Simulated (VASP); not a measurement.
# NaCl (Fm-3m) in VASP: further runs

NaCl is run at these levels: PBEsol; tasks: elastic constants.

All numbers are computed with VASP 6.6.1; they aren't measurements. Logs are shortened: lines on timing, memory, paths and dates and some standing lists are left out, and cuts for length are marked.

## (1) The cell of the first run

Symmetry: Fm-3m, No. 225, cubic system. Conventional cell: a = 5.602 Å, b = 5.602 Å, c = 5.602 Å, α = 90.00°, β = 90.00°, γ = 90.00°. Within 3.7 Å of Na (site symmetry m-3m) lie 6 Cl at 2.80 Å. Cl (site symmetry m-3m) has 6 Na at 2.80 Å within 3.7 Å.

## (2) Elastic constants, PBEsol

Contents of INCAR:

```
PREC = Accurate
ENCUT = 600
EDIFF = 1E-8
ISMEAR = 0
SIGMA = 0.01
LREAL = False
LASPH = True
NELM = 80
ALGO = Normal
ISIF = 3
LWAVE = False
LCHARG = False
GGA = PS
NBANDS = 14
IBRION = 6
NFREE = 2
POTIM = 0.015
NSW = 1
```

Contents of KPOINTS:

```
regular mesh
0
Gamma
  8 8 8
```

Contents of POSCAR:

```
NaCl
1.0
    0.0000000000      2.8009542403      2.8009542403
    2.8009542403      0.0000000000      2.8009542403
    2.8009542403      2.8009542403      0.0000000000
Na Cl
1 1
Direct
    0.0000000000      0.0000000000      0.0000000000
    0.5000000000      0.5000000000      0.5000000000
```

Potentials or basis: VASP PAW PBE potentials, release 64 (Na_pv, Cl).

Run with:

```
cat potpaw_PBE.64/Na_pv/POTCAR potpaw_PBE.64/Cl/POTCAR > POTCAR
mpirun -np 1 vasp_std > vasp.out
```

OUTCAR:

```text
PREC = Accurate
   ENCUT = 600
   EDIFF = 1E-8
   ISMEAR = 0
   LREAL = False
   LASPH = True
   NELM = 80
   ISIF = 3
   GGA = PS
   IBRION = 6
   NFREE = 2
   POTIM = 0.015
   NSW = 1

 ion  position               nearest neighbor table
   1  0.000  0.000  0.000-
   2  0.500  0.500  0.500-

  LATTYP: Found a face centered cubic cell.
 ALAT       =     5.6019084806

  Lattice vectors:

 A1 = (   0.0000000000,   2.8009542403,   2.8009542403)
 A2 = (   2.8009542403,   0.0000000000,   2.8009542403)
 A3 = (   2.8009542403,   2.8009542403,   0.0000000000)

Analysis of symmetry for initial positions (statically):
=====================================================================
 Subroutine PRICEL returns:
 Original cell was already a primitive cell.

 Routine SETGRP: Setting up the symmetry group for a
 face centered cubic supercell.

 Subroutine GETGRP returns: Found 48 space group operations
 (whereof 48 operations were pure point group operations)
 out of a pool of 48 trial point group operations.

The static configuration has the point symmetry O_h .

Analysis of symmetry for dynamics (positions and initial velocities):
=====================================================================
 Subroutine PRICEL returns:
 Original cell was already a primitive cell.

 Routine SETGRP: Setting up the symmetry group for a
 face centered cubic supercell.

 Subroutine GETGRP returns: Found 48 space group operations
 (whereof 48 operations were pure point group operations)
 out of a pool of 48 trial point group operations.

The dynamic configuration has the point symmetry O_h .

 Subroutine INISYM returns: Found 48 space group operations
 (whereof 48 operations are pure point group operations),
 and found     1 'primitive' translations

----------------------------------------------------------------------------------------

                                     Primitive cell

  volume of cell :      43.9489

  direct lattice vectors                    reciprocal lattice vectors
     0.000000000  2.800954240  2.800954240    -0.178510592  0.178510592  0.178510592
     2.800954240  0.000000000  2.800954240     0.178510592 -0.178510592  0.178510592
     2.800954240  2.800954240  0.000000000     0.178510592  0.178510592 -0.178510592

  length of vectors
     3.961147474  3.961147474  3.961147474     0.309189415  0.309189415  0.309189415

  position of ions in fractional coordinates (direct lattice)
     0.000000000  0.000000000  0.000000000
     0.500000000  0.500000000  0.500000000

  ion indices of the primitive-cell ions
   primitive index   ion index
                 1           1
                 2           2

----------------------------------------------------------------------------------------

 KPOINTS: regular mesh

Automatic generation of k-mesh.
 Grid dimensions read from file:
 generate k-points for:    8    8    8

 Generating k-lattice:

  Cartesian coordinates                     Fractional coordinates (reciprocal lattice)
    -0.022313824  0.022313824  0.022313824     0.125000000  0.000000000  0.000000000
     0.022313824 -0.022313824  0.022313824     0.000000000  0.125000000  0.000000000
     0.022313824  0.022313824 -0.022313824     0.000000000  0.000000000  0.125000000

  Length of vectors
[... 110 lines left out ...]
  --------------------------------------------------------------------------------------
  -------------------------------------------------------------------------------------
  Total        0.0124373      0.0124373      0.0124373      0.0000000      0.0000000     -0.0000000
  in kB        0.4534085      0.4534085      0.4534085      0.0000000      0.0000000     -0.0000000
  external PRESSURE =       0.4534085 kB  Pullay stress =       0.0000000 kB
[... 89 lines left out ...]
  FREE ENERGIE OF THE ION-ELECTRON SYSTEM (eV)
  ---------------------------------------------------
  free  energy   TOTEN  =        -6.9966105137 eV

  energy  without entropy=       -6.9966105137  energy(sigma->0) =       -6.99661051

[... ionic steps 4 to 14 ...]

--------------------------------------- Ionic step       15  -------------------------------------------

 number of electron      14.0000005 magnetization

------------------------ aborting loop because EDIFF is reached ----------------------------------------
[... 67 lines left out ...]
--------------------------------------- Ionic step       17  -------------------------------------------

 number of electron      14.0000009 magnetization

 Free energy of the ion-electron system (eV)
  ---------------------------------------------------
  ext. energy  EPLUGINS =         0.00000000
  ---------------------------------------------------
  free energy    TOTEN  =        -6.99847092 eV

  energy without entropy =       -6.99847092  energy(sigma->0) =       -6.99847092

 E-fermi :  -0.5594     XC(G=0):  -8.4231

 val. band max:       -0.6666445361   @ k =   0.0000   0.0000   0.0000
 cond. band min:       4.3407139022   @ k =   0.0000   0.0000   0.0000
 fundamental gap:      5.0073584383
 Fermi energy:        -0.5594234022

 k-point     1 :       0.0000    0.0000    0.0000
  band No.  band energies     occupation
      1     -21.2801      2.00000
      2     -21.2801      2.00000
      3     -21.2801      2.00000
      4     -13.3579      2.00000
      5      -0.6667      2.00000
      6      -0.6666      2.00000
      7      -0.6666      2.00000
      8       4.3407      0.00000
      9      10.3506      0.00000
     10      10.3506      0.00000
     11      10.3506      0.00000
     12      12.5977      0.00000
     13      12.5981      0.00000
     14      14.0046      0.00000
[... 377 lines left out ...]
      1     -21.3071      2.00000
      2     -21.2893      2.00000
      3     -21.2850      2.00000
      4     -12.9561      2.00000
      5      -2.4142      2.00000
      6      -1.4785      2.00000
      7      -1.1036      2.00000
      8       7.5309      0.00000
      9       8.8749      0.00000
     10       9.5121      0.00000
     11      11.0312      0.00000
     12      13.6608      0.00000
     13      14.9764      0.00000
     14      16.0559      0.00000

 [... further k-points ...]

------------------------ aborting loop because EDIFF is reached ----------------------------------------

  FORCE on cell =-STRESS in cart. coord.  units (eV):
  Direction    XX          YY          ZZ          XY          YZ          ZX
  --------------------------------------------------------------------------------------
  -------------------------------------------------------------------------------------
  Total        0.0149577      0.0122681      0.0122681     -0.0000000     -0.0000000      0.0000000
  in kB        0.5452915      0.4472380      0.4472380     -0.0000000     -0.0000000      0.0000000
  external PRESSURE =       0.4799225 kB  Pullay stress =       0.0000000 kB
[... 17 lines left out ...]
  FREE ENERGIE OF THE ION-ELECTRON SYSTEM (eV)
  ---------------------------------------------------
  free  energy   TOTEN  =        -6.9984709221 eV

  energy  without entropy=       -6.9984709221  energy(sigma->0) =       -6.99847092

 INTERNAL STRAIN TENSORS FROM STRAINED CELLS
 ============================================

 INTERNAL STRAIN TENSOR FOR ION    1 for displacements in x,y,z  (eV/Angst):
          X           Y           Z          XY          YZ          ZX
  --------------------------------------------------------------------------------
  x     0.00000     0.00000    -0.00000     0.00000     0.00000    -0.00000
  y     0.00000     0.00000    -0.00000     0.00000     0.00000    -0.00000
  z     0.00000    -0.00000     0.00000     0.00000    -0.00000     0.00000

 INTERNAL STRAIN TENSORS FROM DISPLACED ATOMS
 ============================================

 INTERNAL STRAIN TENSOR FOR ION    1 for displacements in x,y,z  (eV/Angst):
          X           Y           Z          XY          YZ          ZX
  --------------------------------------------------------------------------------
  x     0.00000     0.00000     0.00000     0.00000     0.00000     0.00000
  y     0.00000     0.00000     0.00000     0.00000     0.00000     0.00000
  z     0.00000     0.00000     0.00000     0.00000     0.00000     0.00000

 INTERNAL STRAIN TENSOR FOR ION    2 for displacements in x,y,z  (eV/Angst):
          X           Y           Z          XY          YZ          ZX
  --------------------------------------------------------------------------------
  x     0.00000     0.00000     0.00000     0.00000     0.00000     0.00000
  y     0.00000     0.00000     0.00000     0.00000     0.00000     0.00000
  z     0.00000     0.00000     0.00000     0.00000     0.00000     0.00000

 Eigenvectors and eigenvalues of the dynamical matrix
 ----------------------------------------------------

   1 f  =    5.056456 THz    31.770650 2PiTHz  168.665216 cm-1    20.911812 meV
             X         Y         Z           dx          dy          dz
      0.000000  0.000000  0.000000     0.000000    0.780332    0.000000
      2.800954  2.800954  2.800954     0.000000   -0.625366    0.000000
[... 21 lines left out ...]
   6 f/i=    0.011871 THz     0.074588 2PiTHz    0.395974 cm-1     0.049094 meV
             X         Y         Z           dx          dy          dz
      0.000000  0.000000  0.000000     0.000000    0.000000   -0.625366
      2.800954  2.800954  2.800954     0.000000    0.000000   -0.780332

--------------------------------------------------------------------------------------------------------

 ELASTIC MODULI CONTR FROM IONIC RELAXATION (kBar)
 Direction    XX          YY          ZZ          XY          YZ          ZX
 --------------------------------------------------------------------------------
 XX           0.0000      0.0000      0.0000      0.0000      0.0000      0.0000
 YY           0.0000      0.0000      0.0000      0.0000      0.0000      0.0000
 ZZ           0.0000      0.0000      0.0000      0.0000      0.0000      0.0000
 XY           0.0000      0.0000      0.0000      0.0000      0.0000      0.0000
 YZ           0.0000      0.0000      0.0000      0.0000      0.0000      0.0000
 ZX           0.0000      0.0000      0.0000      0.0000      0.0000      0.0000
 --------------------------------------------------------------------------------

 TOTAL ELASTIC MODULI (kBar)
 Direction    XX          YY          ZZ          XY          YZ          ZX
 --------------------------------------------------------------------------------
 XX         557.3345    114.1870    114.1870      0.0000     -0.0000      0.0000
 YY         114.1870    557.3345    114.1870     -0.0000      0.0000     -0.0000
 ZZ         114.1870    114.1870    557.3345      0.0000     -0.0000      0.0000
 XY           0.0000     -0.0000      0.0000    120.9318     -0.0000      0.0000
 YZ          -0.0000      0.0000     -0.0000     -0.0000    120.9318      0.0000
 ZX           0.0000     -0.0000      0.0000      0.0000      0.0000    120.9318
 --------------------------------------------------------------------------------
```

Wall time 13 min (1 thread of Oxide Virtual Turin-like, shared host); peak memory 0.27 GiB.

Results:

```
Elastic constants C11, C12, C44                         : 56, 11, 12 GPa
Voigt bulk modulus                                      : 26 GPa
Highest phonon frequency at Γ, LO-TO splitting left out : 169 cm⁻¹
```

Phonon frequencies in cm⁻¹ (negative: imaginary):
| q point | frequencies |
| --- | --- |
| (0.000, 0.000, 0.000) | 0 0 0 169 169 169 |

Elastic tensor in Voigt notation (GPa, in the Cartesian axes of the cell as first typed):
```
56 11 11  0  0  0
11 56 11  0  0  0
11 11 56  0  0  0
 0  0  0 12  0  0
 0  0  0  0 12  0
 0  0  0  0  0 12
```

Clamped-ion elastic tensor (GPa):
```
56 11 11  0  0  0
11 56 11  0  0  0
11 11 56  0  0  0
 0  0  0 12  0  0
 0  0  0  0 12  0
 0  0  0  0  0 12
```

Caveat: the PAW data sets were made with another functional, which shifts forces and pressure a little.

## (3) Elastic constants, PBEsol

Contents of INCAR:

```
SYSTEM = NaCl
PREC = Accurate ; ENCUT = 600
EDIFF = 1E-8 ; ISMEAR = 0
SIGMA = 0.01 ; LREAL = .FALSE.
LASPH = .TRUE. ; NELM = 60
ALGO = Normal ; ISIF = 3
LWAVE = .FALSE. ; LCHARG = .FALSE.
GGA = PS ; NBANDS = 14
IBRION = 6 ; NFREE = 2
POTIM = 0.015 ; NSW = 1
```

Contents of KPOINTS:

```
Automatic mesh
0
G
  8 8 8
  0 0 0
```

POSCAR is that of step 2.

Potentials or basis: VASP PAW PBE potentials, release 64 (Na_pv, Cl).

Run with:

```
cat potpaw_PBE.64/Na_pv/POTCAR potpaw_PBE.64/Cl/POTCAR > POTCAR
mpirun -np 1 vasp_std > vasp.out
```

OUTCAR:

```text
SYSTEM = NaCl
   PREC = Accurate
   ENCUT = 600
   EDIFF = 1E-8
   ISMEAR = 0
   LREAL = .FALSE.
   LASPH = .TRUE.
   NELM = 60
   ISIF = 3
   GGA = PS
   IBRION = 6
   NFREE = 2
   POTIM = 0.015
   NSW = 1

 ion  position               nearest neighbor table
   1  0.000  0.000  0.000-
   2  0.500  0.500  0.500-

  LATTYP: Found a face centered cubic cell.
 ALAT       =     5.6019084806

  Lattice vectors:

 A1 = (   0.0000000000,   2.8009542403,   2.8009542403)
 A2 = (   2.8009542403,   0.0000000000,   2.8009542403)
 A3 = (   2.8009542403,   2.8009542403,   0.0000000000)

Analysis of symmetry for initial positions (statically):
=====================================================================
 Subroutine PRICEL returns:
 Original cell was already a primitive cell.

 Routine SETGRP: Setting up the symmetry group for a
 face centered cubic supercell.

 Subroutine GETGRP returns: Found 48 space group operations
 (whereof 48 operations were pure point group operations)
 out of a pool of 48 trial point group operations.

The static configuration has the point symmetry O_h .

Analysis of symmetry for dynamics (positions and initial velocities):
=====================================================================
[... 774 lines left out ...]
  Total        0.0149577      0.0122681      0.0122681     -0.0000000     -0.0000000      0.0000000
  in kB        0.5452915      0.4472380      0.4472380     -0.0000000     -0.0000000      0.0000000
  external PRESSURE =       0.4799225 kB  Pullay stress =       0.0000000 kB
[... 17 lines left out ...]
  FREE ENERGIE OF THE ION-ELECTRON SYSTEM (eV)
  ---------------------------------------------------
  free  energy   TOTEN  =        -6.9984709221 eV

  energy  without entropy=       -6.9984709221  energy(sigma->0) =       -6.99847092

 INTERNAL STRAIN TENSORS FROM STRAINED CELLS
 ============================================

 INTERNAL STRAIN TENSOR FOR ION    1 for displacements in x,y,z  (eV/Angst):
          X           Y           Z          XY          YZ          ZX
  --------------------------------------------------------------------------------
  x     0.00000     0.00000    -0.00000     0.00000     0.00000    -0.00000
  y     0.00000     0.00000    -0.00000     0.00000     0.00000    -0.00000
  z     0.00000    -0.00000     0.00000     0.00000    -0.00000     0.00000

 INTERNAL STRAIN TENSORS FROM DISPLACED ATOMS
 ============================================

 INTERNAL STRAIN TENSOR FOR ION    1 for displacements in x,y,z  (eV/Angst):
          X           Y           Z          XY          YZ          ZX
  --------------------------------------------------------------------------------
  x     0.00000     0.00000     0.00000     0.00000     0.00000     0.00000
  y     0.00000     0.00000     0.00000     0.00000     0.00000     0.00000
  z     0.00000     0.00000     0.00000     0.00000     0.00000     0.00000

 INTERNAL STRAIN TENSOR FOR ION    2 for displacements in x,y,z  (eV/Angst):
          X           Y           Z          XY          YZ          ZX
  --------------------------------------------------------------------------------
  x     0.00000     0.00000     0.00000     0.00000     0.00000     0.00000
  y     0.00000     0.00000     0.00000     0.00000     0.00000     0.00000
  z     0.00000     0.00000     0.00000     0.00000     0.00000     0.00000

 Eigenvectors and eigenvalues of the dynamical matrix
 ----------------------------------------------------

   1 f  =    5.056456 THz    31.770650 2PiTHz  168.665216 cm-1    20.911812 meV
             X         Y         Z           dx          dy          dz
      0.000000  0.000000  0.000000     0.000000    0.780332    0.000000
      2.800954  2.800954  2.800954     0.000000   -0.625366    0.000000
[... 21 lines left out ...]
   6 f/i=    0.011871 THz     0.074588 2PiTHz    0.395974 cm-1     0.049094 meV
             X         Y         Z           dx          dy          dz
      0.000000  0.000000  0.000000     0.000000    0.000000   -0.625366
      2.800954  2.800954  2.800954     0.000000    0.000000   -0.780332

--------------------------------------------------------------------------------------------------------

 ELASTIC MODULI CONTR FROM IONIC RELAXATION (kBar)
 Direction    XX          YY          ZZ          XY          YZ          ZX
 --------------------------------------------------------------------------------
 XX           0.0000      0.0000      0.0000      0.0000      0.0000      0.0000
 YY           0.0000      0.0000      0.0000      0.0000      0.0000      0.0000
 ZZ           0.0000      0.0000      0.0000      0.0000      0.0000      0.0000
 XY           0.0000      0.0000      0.0000      0.0000      0.0000      0.0000
 YZ           0.0000      0.0000      0.0000      0.0000      0.0000      0.0000
 ZX           0.0000      0.0000      0.0000      0.0000      0.0000      0.0000
 --------------------------------------------------------------------------------

 TOTAL ELASTIC MODULI (kBar)
 Direction    XX          YY          ZZ          XY          YZ          ZX
 --------------------------------------------------------------------------------
 XX         557.3345    114.1870    114.1870      0.0000     -0.0000      0.0000
 YY         114.1870    557.3345    114.1870     -0.0000      0.0000     -0.0000
 ZZ         114.1870    114.1870    557.3345      0.0000     -0.0000      0.0000
 XY           0.0000     -0.0000      0.0000    120.9318     -0.0000      0.0000
 YZ          -0.0000      0.0000     -0.0000     -0.0000    120.9318      0.0000
 ZX           0.0000     -0.0000      0.0000      0.0000      0.0000    120.9318
 --------------------------------------------------------------------------------
```

OSZICAR:

```text
N       E                     dE             d eps       ncg     rms          rms(c)
DAV:   1     0.109568620482E+03    0.10957E+03   -0.74857E+03   812   0.111E+03
DAV:   2     0.187953340487E+01   -0.10769E+03   -0.98952E+02   886   0.294E+02
DAV:   3    -0.700304188672E+01   -0.88826E+01   -0.88163E+01  1070   0.762E+01
DAV:   4    -0.715697817105E+01   -0.15394E+00   -0.15387E+00   926   0.107E+01
[... 202 lines left out ...]
DAV:  10    -0.699847101865E+01    0.13434E-06   -0.10170E-07  2042   0.169E-03    0.127E-02
DAV:  11    -0.699847096669E+01    0.51959E-07   -0.31267E-08  1880   0.944E-04    0.930E-03
DAV:  12    -0.699847095147E+01    0.15217E-07   -0.46373E-09  1090   0.409E-04    0.769E-03
DAV:  13    -0.699847092962E+01    0.21854E-07   -0.13927E-08  1548   0.658E-04    0.472E-03
DAV:  14    -0.699847092213E+01    0.74840E-08   -0.82179E-09  1072   0.510E-04
  17 F= -.69984709E+01 E0= -.69984709E+01  d E =-.370508E-54
```

Run time: 13 min. Hardware: 1 thread of Oxide Virtual Turin-like, shared host; peak memory 0.27 GiB.

What came out:

```
Elastic constants C11, C12, C44                         : 56, 11, 12 GPa
Voigt bulk modulus                                      : 26 GPa
Highest phonon frequency at Γ, LO-TO splitting left out : 169 cm⁻¹
```

Phonon frequencies in cm⁻¹ (negative: imaginary):
```tsv
q point	frequencies
(0.000, 0.000, 0.000)	0 0 0 169 169 169
```

Elastic tensor in Voigt notation (GPa, in the Cartesian axes of the cell as first typed):
```
56 11 11  0  0  0
11 56 11  0  0  0
11 11 56  0  0  0
 0  0  0 12  0  0
 0  0  0  0 12  0
 0  0  0  0  0 12
```

Clamped-ion elastic tensor (GPa):
```
56 11 11  0  0  0
11 56 11  0  0  0
11 11 56  0  0  0
 0  0  0 12  0  0
 0  0  0  0 12  0
 0  0  0  0  0 12
```

Caveat: the PAW data sets were made with another functional, which shifts forces and pressure a little.
